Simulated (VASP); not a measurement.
SiO2, 6 atoms in the cell. The cell holds a sheet with vacuum, 6 atoms: a = 3.793 Å, b = 3.793 Å, c = 18.000 Å, α = 90.00°, β = 90.00°, γ = 90.00°. 

| Property | Result |
| --- | --- |
| Program | VASP 6.6.1 |
| Task | single point |
| Functional | PBE |
| Dispersion | D3(BJ) |
| Potentials or basis | VASP PAW PBE potentials, release 64 (Si, O) |
| Cutoff | 520 eV |
| k mesh | 4 × 4 × 1 |
| Occupations | gaussian, width 0.1 eV |
| Spin | no spin polarisation |
| Dipole correction | yes |
| Further INCAR settings | ALGO = Normal; EDIFF = 1e-07; NBANDS = 25 |

Potentials or basis: VASP PAW PBE potentials, release 64 (Si, O).

Run with:

```sh
$ cat potpaw_PBE.64/Si/POTCAR potpaw_PBE.64/O/POTCAR > POTCAR
$ mpirun -np 1 vasp_std > vasp.out
```

Hardware: 1 thread of Intel(R) Xeon(R) 6975P-C (Granite Rapids), with other jobs on the host.

Question: Estimate the wall time of this run.

Answer: It took 32 s on 1 thread of Intel(R) Xeon(R) 6975P-C (Granite Rapids) (shared host), peak memory 0.32 GiB. Counts: scf iterations 23, k points 6.
